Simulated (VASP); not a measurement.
# HfOs3W (Pm-3m) in VASP: notebook, part 2 of 2

VASP 6.6.1.

### 5 Single point, PBE

This run uses another cell than the first one, of 20.56 Å³/atom, 1.004 times its volume.

INCAR

```
SYSTEM = HfOs3W
  ALGO = Normal
  EDIFF = 1E-7
  ENCUT = 520
  GGA = PE
  ISIF = 2
  ISMEAR = 0
  LASPH = .TRUE.
  LCHARG = .FALSE.
  LREAL = .FALSE.
  LWAVE = .FALSE.
  NBANDS = 32
  NELM = 100
  PREC = Accurate
  SIGMA = 0.1
```

KPOINTS

```
k-points
0
G
  4 4 4
  0 0 0
```

POSCAR

```
HfOs3W
1.0
    4.6844106465      0.0000000000      0.0000000000
    0.0000000000      4.6844106465      0.0000000000
    0.0000000000      0.0000000000      4.6844106465
Hf Os W
1 3 1
Direct
    0.0000000000      0.0000000000      0.0000000000
    0.0000000000      0.5000000000      0.5000000000
    0.5000000000      0.5000000000      0.0000000000
    0.5000000000      0.0000000000      0.5000000000
    0.5000000000      0.5000000000      0.5000000000
```

Potentials or basis: VASP PAW PBE potentials, release 64 (Hf_pv, Os, W_sv).

Command:

```sh
cat potpaw_PBE.64/Hf_pv/POTCAR potpaw_PBE.64/Os/POTCAR potpaw_PBE.64/W_sv/POTCAR > POTCAR
mpirun -np 1 vasp_std > vasp.out
```

OUTCAR:

```text
SYSTEM = HfOs3W
   EDIFF = 1E-7
   ENCUT = 520
   GGA = PE
   ISIF = 2
   ISMEAR = 0
   LASPH = .TRUE.
   LREAL = .FALSE.
   NELM = 100
   PREC = Accurate

 ion  position               nearest neighbor table
   1  0.000  0.000  0.000-   2 3.31   3 3.31   4 3.31   2 3.31   4 3.31   2 3.31   3 3.31   2 3.31
                             3 3.31   4 3.31   4 3.31   3 3.31
   2  0.000  0.500  0.500-   5 2.34   5 2.34   4 3.31   1 3.31   1 3.31   3 3.31   1 3.31   4 3.31
[... 544 lines left out ...]
  -------------------------------------------------------------------------------------
  Total        0.6905348      0.6905348      0.6905348     -0.0000000     -0.0000000      0.0000000
  in kB       10.7629488     10.7629488     10.7629488     -0.0000000     -0.0000000      0.0000000
  external PRESSURE =      10.7629488 kB  Pullay stress =       0.0000000 kB

 VOLUME and BASIS-vectors are now :
 -----------------------------------------------------------------------------
  energy-cutoff  :      520.00
  volume of cell :      102.79
      direct lattice vectors                 reciprocal lattice vectors
     4.684410646  0.000000000  0.000000000     0.213474026  0.000000000  0.000000000
     0.000000000  4.684410646  0.000000000     0.000000000  0.213474026  0.000000000
     0.000000000  0.000000000  4.684410646     0.000000000  0.000000000  0.213474026

 POSITION                                       TOTAL-FORCE (eV/Angst)
 -----------------------------------------------------------------------------------
      0.00000      0.00000      0.00000         0.000000      0.000000      0.000000
      0.00000      2.34221      2.34221         0.000000      0.000000      0.000000
      2.34221      2.34221      0.00000         0.000000      0.000000      0.000000
      2.34221      0.00000      2.34221         0.000000      0.000000      0.000000
      2.34221      2.34221      2.34221         0.000000      0.000000      0.000000
 -----------------------------------------------------------------------------------
    total drift:                                0.000000      0.000000      0.000000

  FREE ENERGIE OF THE ION-ELECTRON SYSTEM (eV)
  ---------------------------------------------------
  free  energy   TOTEN  =       -48.5199462388 eV

  energy  without entropy=      -48.4970270091  energy(sigma->0) =      -48.50848662
```

Run time: 18 s. Hardware: 1 thread of Intel Xeon 6975P-C (Granite Rapids), shared host; peak memory 0.22 GiB.

Results:

```
Free energy            : -48.5199 eV
Pressure               : 1.1 GPa
Band gap on the k mesh : zero (band 24 reaches 6.61 eV, above the bottom of band 25 at 5.19 eV)
```

Caveat: spin-orbit coupling is left out, which moves the levels of the heavy elements.

### 6 Relaxation of cell and atoms, PBE

This run uses another cell than the first one, of 14.82 Å³/atom, 0.724 times its volume.

INCAR

```
SYSTEM = HfOs3W
  PREC = Accurate
  ENCUT = 600
  EDIFF = 1E-6
  ISMEAR = 0
  SIGMA = 0.1
  LREAL = .False.
  LASPH = .True.
  NELM = 100
  ALGO = Normal
  ISIF = 3
  LWAVE = .False.
  LCHARG = .False.
  GGA = PE
  IBRION = 2
  NSW = 90
  EDIFFG = -0.04
```

KPOINTS

```
Automatic mesh
0
Gamma
  4 4 4
  0 0 0
```

Edit POSCAR of step 5 so:

```diff
@@ -2,5 +2,5 @@
 1.0
-    4.6844106465      0.0000000000      0.0000000000
-    0.0000000000      4.6844106465      0.0000000000
-    0.0000000000      0.0000000000      4.6844106465
+    4.2000621800      0.0000000000      0.0000000000
+    0.0000000000      4.2000621800      0.0000000000
+    0.0000000000      0.0000000000      4.2000621800
 Hf Os W
```

Potentials or basis: VASP PAW PBE potentials, release 64 (Hf_pv, Os, W_sv).

Command:

```sh
cat potpaw_PBE.64/Hf_pv/POTCAR potpaw_PBE.64/Os/POTCAR potpaw_PBE.64/W_sv/POTCAR > POTCAR
mpirun -np 1 vasp_std > vasp.out
```

OUTCAR:

```text
SYSTEM = HfOs3W
   PREC = Accurate
   ENCUT = 600
   EDIFF = 1E-6
   ISMEAR = 0
   LREAL = .False.
   LASPH = .True.
   NELM = 100
   ISIF = 3
   GGA = PE
   IBRION = 2
   NSW = 90
   EDIFFG = -0.04

 ion  position               nearest neighbor table
   1  0.000  0.000  0.000-   2 2.97   3 2.97   4 2.97   2 2.97   4 2.97   2 2.97   3 2.97   2 2.97
                             3 2.97   4 2.97   4 2.97   3 2.97   5 3.64   5 3.64   5 3.64   5 3.64
   2  0.000  0.500  0.500-   5 2.10   5 2.10   4 2.97   1 2.97   1 2.97   3 2.97   1 2.97   4 2.97
                             1 2.97   3 2.97   4 2.97   3 2.97   3 2.97   4 2.97
   3  0.500  0.500  0.000-   5 2.10   5 2.10   4 2.97   1 2.97   2 2.97   4 2.97   2 2.97   1 2.97
                             4 2.97   4 2.97   1 2.97   2 2.97   2 2.97   1 2.97
   4  0.500  0.000  0.500-   5 2.10   5 2.10   3 2.97   1 2.97   1 2.97   3 2.97   2 2.97   3 2.97
                             2 2.97   3 2.97   1 2.97   2 2.97   1 2.97   2 2.97
   5  0.500  0.500  0.500-   2 2.10   3 2.10   4 2.10   3 2.10   4 2.10   2 2.10   1 3.64   1 3.64
                             1 3.64   1 3.64   1 3.64   1 3.64   1 3.64   1 3.64

  LATTYP: Found a simple cubic cell.
 ALAT       =     4.2000621800

  Lattice vectors:

 A1 = (   4.2000621800,   0.0000000000,   0.0000000000)
 A2 = (   0.0000000000,   4.2000621800,   0.0000000000)
 A3 = (   0.0000000000,   0.0000000000,   4.2000621800)

Analysis of symmetry for initial positions (statically):
=====================================================================
 Subroutine PRICEL returns:
[... 139 lines left out ...]
   GGA     = PE    functional components
   LHFCALC =     F    Hartree Fock is set to
   AEXX    =    0.0000 exact exchange contribution
   IVDW    =     0    specifies the selected vdW correction
   LEPSILON=     F    determine dielectric tensor
   LRPA    =     F    only Hartree local field effects (RPA)
 conjugate gradient relaxation of ions
 non-spin polarized calculation
 Gauss-broadening in eV      SIGMA  =   0.10
  energy-cutoff  :      600.00
  volume of cell :       74.09
 maximum number of plane-waves:      2517
 NGX is ok and might be reduce to    36
   NGX = 17   NGY = 17   NGZ = 17

--------------------------------------- Ionic step        1  -------------------------------------------

 number of electron      48.0000004 magnetization

 Free energy of the ion-electron system (eV)
  ---------------------------------------------------
  ext. energy  EPLUGINS =         0.00000000
  ---------------------------------------------------
  free energy    TOTEN  =       -39.93792790 eV

  energy without entropy =      -39.91821290  energy(sigma->0) =      -39.92807040

 E-fermi :  10.1215     XC(G=0): -13.4244

 val. band max:        9.8857837649   @ k =   0.2500   0.0000   0.0000
 cond. band min:      10.1696826349   @ k =   0.0000   0.0000   0.0000
 fundamental gap:      0.2838988701
 Fermi energy:        10.1215202958
[... 1492 lines left out ...]
--------------------------------------- Ionic step        7  -------------------------------------------

 number of electron      48.0000008 magnetization

 Free energy of the ion-electron system (eV)
  ---------------------------------------------------
  ext. energy  EPLUGINS =         0.00000000
  ---------------------------------------------------
  free energy    TOTEN  =       -48.51070656 eV

  energy without entropy =      -48.48804901  energy(sigma->0) =      -48.49937778

 E-fermi :   5.8433     XC(G=0): -11.6576

 val. band max:        5.8401257938   @ k =   0.2500   0.0000   0.0000
 cond. band min:       5.8964685910   @ k =   0.5000   0.2500   0.2500
 fundamental gap:      0.0563427972
 Fermi energy:         5.8432605176
[... 340 lines left out ...]
  FREE ENERGIE OF THE ION-ELECTRON SYSTEM (eV)
  ---------------------------------------------------
  free  energy   TOTEN  =       -48.5107065561 eV

  energy  without entropy=      -48.4880490054  energy(sigma->0) =      -48.49937778

 reached required accuracy - stopping structural energy minimisation
```

OSZICAR:

```text
N       E                     dE             d eps       ncg     rms          rms(c)
DAV:   1     0.543332366369E+03    0.54333E+03   -0.27659E+04   592   0.197E+03
DAV:   2     0.125640127847E+02   -0.53077E+03   -0.51727E+03   560   0.651E+02
DAV:   3    -0.399777720094E+02   -0.52542E+02   -0.49340E+02   816   0.148E+02
[... 133 lines left out ...]
DAV:   4    -0.485112414585E+02    0.14917E-02   -0.15225E-02   760   0.645E-01    0.342E-01
DAV:   5    -0.485106910542E+02    0.55040E-03   -0.19430E-03   820   0.253E-01    0.201E-01
DAV:   6    -0.485107140051E+02   -0.22951E-04   -0.14558E-04   688   0.646E-02    0.682E-02
DAV:   7    -0.485107059003E+02    0.81048E-05   -0.62897E-05   860   0.518E-02    0.828E-03
DAV:   8    -0.485107065561E+02   -0.65574E-06   -0.15933E-06   392   0.884E-03
   7 F= -.48510707E+02 E0= -.48499378E+02  d E =-.857278E+01
```

CONTCAR:

```text
HfOs3W
   1.00000000000000
     4.6941046347525077   -0.0000000000000000   -0.0000000000000000
    -0.0000000000000000    4.6941046347525077   -0.0000000000000000
     0.0000000000000000    0.0000000000000000    4.6941046347525077
  Hf              Os              W
     1     3     1
Direct
     0.0000000000000000    0.0000000000000000    0.0000000000000000
     0.0000000000000000    0.5000000000000000    0.5000000000000000
     0.5000000000000000    0.5000000000000000    0.0000000000000000
     0.5000000000000000    0.0000000000000000    0.5000000000000000
     0.5000000000000000    0.5000000000000000    0.5000000000000000

  0.00000000E+00  0.00000000E+00  0.00000000E+00
  0.00000000E+00  0.00000000E+00  0.00000000E+00
  0.00000000E+00  0.00000000E+00  0.00000000E+00
  0.00000000E+00  0.00000000E+00  0.00000000E+00
  0.00000000E+00  0.00000000E+00  0.00000000E+00
```

It took 2.6 min on 1 thread of Intel Xeon 6975P-C (Granite Rapids), shared host; peak memory 0.22 GiB.

Results:

| Property | Result |
| --- | --- |
| Free energy | -48.5107 eV |
| Relaxed volume | 20.69 Å³/atom |
| Relaxed cell | a = 4.694 Å, b = 4.694 Å, c = 4.694 Å, α = 90.00°, β = 90.00°, γ = 90.00° |
| Space group after relaxing (to 0.05 Å) | Pm-3m (No. 221) |
| Energy gained by relaxing | 1714.6 meV/atom |
| Ionic steps | 7 |
| Pressure after relaxing | -0.1 GPa |
| Band gap on the k mesh | zero (band 24 reaches 6.55 eV, above the bottom of band 25 at 5.13 eV) |

The path:
```csv
step,energy change (eV),largest force (eV/Å),pressure (GPa),volume (Å³)
1,0.0000,0.0000,126.76,74.09
2,16.4066,0.0000,-14.60,284.32
3,6.0624,0.0000,-25.47,199.93
4,-3.2701,0.0000,-28.55,146.21
5,-8.5342,0.0000,-4.45,106.10
6,-8.5677,0.0000,1.73,102.44
7,-8.5728,0.0000,-0.05,103.43
```

Final structure:
```xyz
5
Lattice="4.6941 0.0000 0.0000 0.0000 4.6941 0.0000 0.0000 0.0000 4.6941" Properties=species:S:1:pos:R:3 pbc="T T T"
Hf    0.0000    0.0000    0.0000
Os    0.0000    2.3471    2.3471
Os    2.3471    2.3471    0.0000
Os    2.3471    0.0000    2.3471
W     2.3471    2.3471    2.3471
```

Caveat: the k points lie up to 0.33 Å⁻¹ apart in the final cell; the volume moved by over 15 % at a fixed basis, so the end points are rough; spin-orbit coupling is left out, which moves the levels of the heavy elements.

### 7 Summary

```csv
task,cell,k mesh,cutoff (eV),gap on the mesh (eV),pressure (GPa),relaxed volume (Å³/atom)
single point,"a = 4.678 Å, 5 atoms",8 × 8 × 8,520,none,1.0,-
relaxation of cell and atoms,"relaxed from a = 4.684 Å, 5 atoms",8 × 8 × 8,600,none,0.0,20.59
single point,"a = 4.200 Å, 5 atoms",4 × 4 × 4,520,none,126.7,-
single point,"a = 4.684 Å, 5 atoms",4 × 4 × 4,520,none,1.1,-
relaxation of cell and atoms,"relaxed from a = 4.200 Å, 5 atoms",4 × 4 × 4,600,none,-0.1,20.69
```

Alike in all rows: level PBE; potentials or basis VASP PAW PBE potentials, release 64 (Hf_pv, Os, W_sv); no spin polarisation; smearing gaussian 0.1 eV.

Caveats: some runs use coarse meshes; spin-orbit coupling is left out, which moves the levels of the heavy elements; the volume moved by over 15 % at a fixed basis, so the end points are rough (some runs).

Absolute energies hang on the potentials; compare differences alone.
